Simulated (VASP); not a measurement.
# Sn3PbS4 (Pm-3m) in VASP: notebook

Sn3PbS4 is run at these levels: PBE; tasks: single point, relaxation of cell and atoms.

Everything below comes from runs of VASP 6.6.1. Logs are shortened: lines on timing, memory, paths and dates and some standing lists are left out, and cuts for length are marked.

## Step 1: The cell of the first run

The structure is cubic, space group Pm-3m (No. 221). The conventional cell has a = 5.895 Å, b = 5.895 Å, c = 5.895 Å, α = 90.00°, β = 90.00°, γ = 90.00°. Within 3.9 Å of Sn (site symmetry 4/mmm) lie 6 S at 2.95 Å. Within 3.9 Å of Pb (site symmetry m-3m) lie 6 S at 2.95 Å. Within 3.9 Å of S (site symmetry 4/mmm) lie 4 Sn at 2.95 Å and 2 Pb at 2.95 Å. S (site symmetry m-3m) has 6 Sn at 2.95 Å within 3.9 Å.

## Step 2: Single point, PBE

INCAR reads:

```
SYSTEM = Sn3PbS4
ALGO = Normal ; EDIFF = 1E-6
ENCUT = 520 ; GGA = PE
ISIF = 2 ; ISMEAR = 0
LASPH = .TRUE. ; LCHARG = .FALSE.
LREAL = .FALSE. ; LWAVE = .FALSE.
NBANDS = 50 ; NELM = 100
PREC = Accurate ; SIGMA = 0.1
```

KPOINTS reads:

```
k-points
0
G
  6 6 6
  0 0 0
```

POSCAR reads:

```
Sn3PbS4
1.0
    5.8945701000      0.0000000000      0.0000000000
    0.0000000000      5.8945701000      0.0000000000
    0.0000000000      0.0000000000      5.8945701000
Sn Pb S
3 1 4
Direct
    0.0000000000      0.5000000000      0.5000000000
    0.5000000000      0.5000000000      0.0000000000
    0.5000000000      0.0000000000      0.5000000000
    0.0000000000      0.0000000000      0.0000000000
    0.5000000000      0.0000000000      0.0000000000
    0.0000000000      0.0000000000      0.5000000000
    0.5000000000      0.5000000000      0.5000000000
    0.0000000000      0.5000000000      0.0000000000
```

Potentials or basis: VASP PAW PBE potentials, release 64 (Sn_d, Pb_d, S).

Command:

```bash
cat potpaw_PBE.64/Sn_d/POTCAR potpaw_PBE.64/Pb_d/POTCAR potpaw_PBE.64/S/POTCAR > POTCAR
mpirun -np 1 vasp_std > vasp.out
```

OUTCAR:

```text
SYSTEM = Sn3PbS4
   EDIFF = 1E-6
   ENCUT = 520
   GGA = PE
   ISIF = 2
   ISMEAR = 0
   LASPH = .TRUE.
   LREAL = .FALSE.
   NELM = 100
   PREC = Accurate

 ion  position               nearest neighbor table
   1  0.000  0.500  0.500-   6 2.95   7 2.95   8 2.95   8 2.95   6 2.95   7 2.95
   2  0.500  0.500  0.000-   5 2.95   7 2.95   8 2.95   7 2.95   5 2.95   8 2.95
   3  0.500  0.000  0.500-   5 2.95   6 2.95   7 2.95   5 2.95   7 2.95   6 2.95
   4  0.000  0.000  0.000-   5 2.95   6 2.95   8 2.95   6 2.95   8 2.95   5 2.95
   5  0.500  0.000  0.000-   2 2.95   3 2.95   4 2.95   3 2.95   2 2.95   4 2.95
   6  0.000  0.000  0.500-   1 2.95   3 2.95   4 2.95   4 2.95   1 2.95   3 2.95
   7  0.500  0.500  0.500-   1 2.95   2 2.95   3 2.95   2 2.95   3 2.95   1 2.95
   8  0.000  0.500  0.000-   1 2.95   2 2.95   4 2.95   1 2.95   4 2.95   2 2.95

  LATTYP: Found a simple cubic cell.
 ALAT       =     5.8945701000

  Lattice vectors:

 A1 = (   5.8945701000,   0.0000000000,   0.0000000000)
 A2 = (   0.0000000000,   5.8945701000,   0.0000000000)
 A3 = (   0.0000000000,   0.0000000000,   5.8945701000)

Analysis of symmetry for initial positions (statically):
=====================================================================
 Subroutine PRICEL returns:
 Original cell was already a primitive cell.

 Routine SETGRP: Setting up the symmetry group for a
 simple cubic supercell.

 Subroutine GETGRP returns: Found 48 space group operations
 (whereof 48 operations were pure point group operations)
 out of a pool of 48 trial point group operations.

The static configuration has the point symmetry O_h .

Analysis of symmetry for dynamics (positions and initial velocities):
=====================================================================
 Subroutine PRICEL returns:
 Original cell was already a primitive cell.

 Routine SETGRP: Setting up the symmetry group for a
 simple cubic supercell.

 Subroutine GETGRP returns: Found 48 space group operations
 (whereof 48 operations were pure point group operations)
 out of a pool of 48 trial point group operations.

The dynamic configuration has the point symmetry O_h .

 Subroutine INISYM returns: Found 48 space group operations
 (whereof 48 operations are pure point group operations),
 and found     1 'primitive' translations

----------------------------------------------------------------------------------------

                                     Primitive cell

  volume of cell :     204.8125

  direct lattice vectors                    reciprocal lattice vectors
     5.894570100  0.000000000  0.000000000     0.169647656  0.000000000  0.000000000
     0.000000000  5.894570100  0.000000000     0.000000000  0.169647656  0.000000000
     0.000000000  0.000000000  5.894570100     0.000000000  0.000000000  0.169647656

  length of vectors
     5.894570100  5.894570100  5.894570100     0.169647656  0.169647656  0.169647656

  position of ions in fractional coordinates (direct lattice)
     0.000000000  0.500000000  0.500000000
     0.500000000  0.500000000  0.000000000
     0.500000000  0.000000000  0.500000000
     0.000000000  0.000000000  0.000000000
     0.500000000  0.000000000  0.000000000
     0.000000000  0.000000000  0.500000000
     0.500000000  0.500000000  0.500000000
     0.000000000  0.500000000  0.000000000

  ion indices of the primitive-cell ions
   primitive index   ion index
                 1           1
                 2           2
                 3           3
                 4           4
                 5           5
                 6           6
                 7           7
                 8           8

----------------------------------------------------------------------------------------

 KPOINTS: k-points

Automatic generation of k-mesh.
 Grid dimensions read from file:
 generate k-points for:    6    6    6

 Generating k-lattice:

  Cartesian coordinates                     Fractional coordinates (reciprocal lattice)
     0.028274609  0.000000000  0.000000000     0.166666667  0.000000000  0.000000000
     0.000000000  0.028274609  0.000000000     0.000000000  0.166666667  0.000000000
     0.000000000  0.000000000  0.028274609     0.000000000  0.000000000  0.166666667

  Length of vectors
     0.028274609  0.028274609  0.028274609

  Shift w.r.t. Gamma in fractional coordinates (k-lattice)
     0.000000000  0.000000000  0.000000000

 Subroutine IBZKPT returns following result:
 ===========================================

 Found     20 irreducible k-points:

 Following reciprocal coordinates:
            Coordinates               Weight
  0.000000  0.000000  0.000000      1.000000
  0.166667  0.000000  0.000000      6.000000
  0.333333  0.000000  0.000000      6.000000
  0.500000  0.000000  0.000000      3.000000
  0.166667  0.166667  0.000000     12.000000
  0.333333  0.166667  0.000000     24.000000
[... 12 lines left out ...]
  0.500000  0.500000  0.333333      6.000000
  0.500000  0.500000  0.500000      1.000000
   k-points           NKPTS =     20   k-points in BZ     NKDIM =     20   number of bands    NBANDS=     50
   number of dos      NEDOS =    301   number of ions     NIONS =      8
   total plane-waves  NPLWV = 110592
   dimension x,y,z NGX =    48 NGY =   48 NGZ =   48
   dimension x,y,z NGXF=    96 NGYF=   96 NGZF=   96
   ions per type =               3   1   4
   NGX,Y,Z   is equivalent  to a cutoff of  13.54, 13.54, 13.54 a.u.
   NGXF,Y,Z  is equivalent  to a cutoff of  27.08, 27.08, 27.08 a.u.
 SYSTEM =  Sn3PbS4
   PREC   = accura    normal or accurate (medium, high low for compatibility)
   ISTART =      0    job   : 0-new  1-cont  2-samecut
   ICHARG =      2    charge: 1-file 2-atom 10-const
   ISPIN  =      1    spin polarized calculation?
   LNONCOLLINEAR =      F non collinear calculations
   LSORBIT =      F    spin-orbit coupling
   LASPH  =      T    aspherical Exc in radial PAW
   ENCUT  =  520.0 eV  38.22 Ry    6.18 a.u.  10.96 10.96 10.96*2*pi/ulx,y,z
   NELM   =    100;   NELMIN=  2; NELMDL= -5     # of ELM steps
   EDIFF  = 0.1E-05   stopping-criterion for ELM
   LREAL  =      F    real-space projection
   EDIFFG = 0.1E-04   stopping-criterion for IOM
   NSW    =      0    number of steps for IOM
   IBRION =     -1    ionic relax: 0-MD 1-quasi-New 2-CG
   NFREE  =      0    steps in history (QN), initial steepest desc. (CG)
   ISIF   =      2    stress and relaxation
   ISYM   =      2    0-nonsym 1-usesym 2-fastsym
   POTIM  = 0.5000    time-step for ionic-motion
   TEBEG  =    0.0;   TEEND  =   0.0 temperature during run
   PSTRESS=    0.0 pullay stress
   NELECT =      80.0000    total number of electrons
   NUPDOWN=      -1.0000    fix difference up-down
   EMIN   =  10.00;   EMAX   =-10.00  energy-range for DOS
   EFERMI =   0.00;   METHOD = LEGACY
   ISMEAR =     0;   SIGMA  =   0.10  broadening in eV -4-tet -1-fermi 0-gaus
   EFERMI_NEDOS =   21; number of points for ismear=-14 and -15
   IALGO  =     38    algorithm
   IMIX   =      4    mixing-type and parameters
     AMIX     =   0.40;   BMIX     =  1.00
     AMIX_MAG =   1.60;   BMIX_MAG =  1.00
  volume/ion in A,a.u.               =      25.60       172.77
  Fermi-wavevector in a.u.,A,eV,Ry     =   1.196702  2.261439 19.484845  1.432096
  Thomas-Fermi vector in A             =   2.332636
   LORBIT       =      0    0 simple, 1 ext, 2 COOP (PROOUT), +10 PAW based schemes
   GGA     = PE    functional components
   LHFCALC =     F    Hartree Fock is set to
   AEXX    =    0.0000 exact exchange contribution
   IVDW    =     0    specifies the selected vdW correction
   LEPSILON=     F    determine dielectric tensor
   LRPA    =     F    only Hartree local field effects (RPA)
 non-spin polarized calculation
 Gauss-broadening in eV      SIGMA  =   0.10
  energy-cutoff  :      520.00
  volume of cell :      204.81
 maximum number of plane-waves:      5554
 NGX is ok and might be reduce to    48
   NGX = 21   NGY = 21   NGZ = 21

 number of electron      79.9999973 magnetization

 Free energy of the ion-electron system (eV)
  ---------------------------------------------------
  ext. energy  EPLUGINS =         0.00000000
  ---------------------------------------------------
  free energy    TOTEN  =       -35.06051722 eV

  energy without entropy =      -35.05968314  energy(sigma->0) =      -35.06010018

 E-fermi :   6.2121     XC(G=0):  -9.6383

 val. band max:        6.1732793887   @ k =   0.5000   0.5000   0.5000
 cond. band min:       6.4860504522   @ k =   0.5000   0.5000   0.3333
 fundamental gap:      0.3127710636
 Fermi energy:         6.2120788738

 k-point     1 :       0.0000    0.0000    0.0000
  band No.  band energies     occupation
      1     -15.5904      2.00000
      2     -15.5768      2.00000
      3     -15.5768      2.00000
      4     -15.5751      2.00000
      5     -15.5751      2.00000
      6     -15.5751      2.00000
[... 42 lines left out ...]
     49      11.3167      0.00000
     50      11.3630      0.00000

 k-point     2 :       0.1667    0.0000    0.0000
  band No.  band energies     occupation
      1     -15.5881      2.00000
      2     -15.5762      2.00000
      3     -15.5750      2.00000
      4     -15.5749      2.00000
      5     -15.5734      2.00000
      6     -15.5734      2.00000
[... 42 lines left out ...]
     49      10.9017      0.00000
     50      11.2534      0.00000

 k-point     3 :       0.3333    0.0000    0.0000
  band No.  band energies     occupation
      1     -15.5831      2.00000
      2     -15.5746      2.00000
      3     -15.5745      2.00000
      4     -15.5706      2.00000
      5     -15.5688      2.00000
      6     -15.5688      2.00000
[... 890 lines left out ...]
     49       8.5208      0.00000
     50       8.5711      0.00000

 k-point    20 :       0.5000    0.5000    0.5000
  band No.  band energies     occupation
      1     -15.5713      2.00000
      2     -15.5713      2.00000
      3     -15.5713      2.00000
      4     -15.5700      2.00000
      5     -15.5700      2.00000
      6     -15.5700      2.00000
[... 42 lines left out ...]
     49       7.5773      0.00000
     50       7.7883      0.00000

------------------------ aborting loop because EDIFF is reached ----------------------------------------

  FORCE on cell =-STRESS in cart. coord.  units (eV):
  Direction    XX          YY          ZZ          XY          YZ          ZX
  --------------------------------------------------------------------------------------
  -------------------------------------------------------------------------------------
  Total       -0.1309596     -0.1309596     -0.1309596      0.0000000     -0.0000000      0.0000000
  in kB       -1.0244516     -1.0244516     -1.0244516      0.0000000     -0.0000000      0.0000000
  external PRESSURE =      -1.0244516 kB  Pullay stress =       0.0000000 kB

 VOLUME and BASIS-vectors are now :
 -----------------------------------------------------------------------------
  energy-cutoff  :      520.00
  volume of cell :      204.81
      direct lattice vectors                 reciprocal lattice vectors
     5.894570100  0.000000000  0.000000000     0.169647656  0.000000000  0.000000000
     0.000000000  5.894570100  0.000000000     0.000000000  0.169647656  0.000000000
     0.000000000  0.000000000  5.894570100     0.000000000  0.000000000  0.169647656

 POSITION                                       TOTAL-FORCE (eV/Angst)
 -----------------------------------------------------------------------------------
      0.00000      2.94729      2.94729         0.000000      0.000000      0.000000
      2.94729      2.94729      0.00000         0.000000      0.000000      0.000000
      2.94729      0.00000      2.94729         0.000000      0.000000      0.000000
      0.00000      0.00000      0.00000         0.000000      0.000000      0.000000
      2.94729      0.00000      0.00000         0.000000      0.000000      0.000000
      0.00000      0.00000      2.94729         0.000000      0.000000      0.000000
      2.94729      2.94729      2.94729         0.000000      0.000000      0.000000
      0.00000      2.94729      0.00000         0.000000      0.000000      0.000000
 -----------------------------------------------------------------------------------
    total drift:                                0.000000      0.000000     -0.000000

  FREE ENERGIE OF THE ION-ELECTRON SYSTEM (eV)
  ---------------------------------------------------
  free  energy   TOTEN  =       -35.0605172225 eV

  energy  without entropy=      -35.0596831416  energy(sigma->0) =      -35.06010018
```

Wall time 3.9 min (1 thread of AMD EPYC 9R45 (Zen 5), shared host); peak memory 0.39 GiB.

What came out:

```
Free energy            : -35.0605 eV
Pressure               : -0.1 GPa
Band gap on the k mesh : zero (filled and empty bands touch)
```

Caveat: spin-orbit coupling is left out, which moves the levels of the heavy elements.

## Step 3: Relaxation of cell and atoms, PBE

INCAR reads:

```
SYSTEM = Sn3PbS4
PREC     = Accurate       ! precision mode
ENCUT    = 600            ! plane-wave cutoff, eV
EDIFF    = 1E-6           ! SCF threshold, eV
ISMEAR   = 0              ! smearing method
SIGMA    = 0.1            ! smearing width, eV
LREAL    = .False.        ! projectors in reciprocal space
LASPH    = .True.         ! aspherical terms in the spheres
NELM     = 100            ! most SCF steps
ALGO     = Normal         ! electronic algorithm
ISIF     = 3              ! what is computed and relaxed
LWAVE    = .False.        ! write WAVECAR
LCHARG   = .False.        ! write CHGCAR
GGA      = PE             ! functional
IBRION   = 2              ! ionic algorithm
NSW      = 100            ! ionic steps
EDIFFG   = -0.01          ! ionic threshold
```

KPOINTS reads:

```
regular mesh
0
Gamma
  6 6 6
  0 0 0
```

POSCAR is that of step 2.

Potentials or basis: VASP PAW PBE potentials, release 64 (Sn_d, Pb_d, S).

Command:

```bash
cat potpaw_PBE.64/Sn_d/POTCAR potpaw_PBE.64/Pb_d/POTCAR potpaw_PBE.64/S/POTCAR > POTCAR
mpirun -np 1 vasp_std > vasp.out
```

Run time: 6.3 min. Hardware: 1 thread of AMD EPYC 9R45 (Zen 5), shared host; peak memory 0.43 GiB.

Results (log left out):

- Free energy: -35.0616 eV
- Relaxed volume: 25.56 Å³/atom
- Relaxed cell: a = 5.892 Å, b = 5.892 Å, c = 5.892 Å, α = 90.00°, β = 90.00°, γ = 90.00°
- Space group after relaxing (to 0.05 Å): Pm-3m (No. 221)
- Energy gained by relaxing: 0.0 meV/atom
- Ionic steps: 2
- Pressure after relaxing: 0.0 GPa
- Band gap on the k mesh: zero (filled and empty bands touch)

Final structure:
```xyz
8
Lattice="5.8916 0.0000 0.0000 0.0000 5.8916 0.0000 0.0000 0.0000 5.8916" Properties=species:S:1:pos:R:3 pbc="T T T"
Sn    0.0000    2.9458    2.9458
Sn    2.9458    2.9458    0.0000
Sn    2.9458    0.0000    2.9458
Pb    0.0000    0.0000    0.0000
S     2.9458    0.0000    0.0000
S     0.0000    0.0000    2.9458
S     2.9458    2.9458    2.9458
S     0.0000    2.9458    0.0000
```

Levels at points of the mesh, in eV from the Fermi level:
```tsv
k point	band 38	band 39	band 40	band 41	band 42	band 43
(0.00, 0.00, 0.00)	-2.56	-2.56	-2.56	3.17	3.17	3.17
(0.50, 0.00, 0.00)	-1.85	-1.27	-1.19	1.58	1.69	1.90
(0.50, 0.50, 0.00)	-0.75	-0.75	-0.74	0.96	1.00	1.07
(0.50, 0.50, 0.50)	-0.09	-0.04	-0.04	-0.04	0.36	0.36
```

Caveat: spin-orbit coupling is left out, which moves the levels of the heavy elements.
